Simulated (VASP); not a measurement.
**BN: single point with PBE-based screened hybrid**

The system is BN.

```
CELL_PARAMETERS angstrom
0.00000 1.74583 1.74583
1.74583 0.00000 1.74583
1.74583 1.74583 0.00000
ATOMIC_POSITIONS crystal
B 0.00000 0.00000 0.00000
N 0.50000 0.50000 0.50000
```

```
Program             : VASP 6.6.1
Task                : single point
Functional          : PBE-based screened hybrid
Potentials or basis : VASP PAW PBE potentials, release 64 (B, N)
Cutoff              : 520 eV
k mesh              : 6 × 6 × 6
Occupations         : gaussian, width 0.01 eV
Spin                : no spin polarisation
```

```json
{
  "Pressure": "-3.9 GPa",
  "Band gap on the k mesh": "1.98 eV, indirect (least direct gap 6.88 eV)"
}
```

Levels at points of the mesh, in eV from the valence-band top:
| k point | band 1 | band 2 | band 3 | band 4 | band 5 | band 6 | band 7 | band 8 |
| --- | --- | --- | --- | --- | --- | --- | --- | --- |
| (0.00, 0.00, 0.00) | -23.88 | -1.03 | -1.03 | -1.03 | 10.40 | 13.48 | 13.48 | 13.48 |
| (0.50, 0.00, 0.00) | -18.44 | -13.41 | -0.72 | -0.72 | 6.16 | 6.16 | 8.31 | 15.18 |
| (0.50, 0.50, 0.00) | -15.50 | -12.63 | -6.03 | -6.03 | 1.98 | 9.66 | 16.19 | 16.19 |

Wall time 66 s on 1 thread of Intel(R) Xeon(R) Platinum 8488C (Sapphire Rapids), with other jobs on the host, peak memory 0.21 GiB.

Caveat: the k points lie up to 0.52 Å⁻¹ apart; the PAW data sets were made with another functional, which shifts forces and pressure a little. A k mesh can miss the band edges.
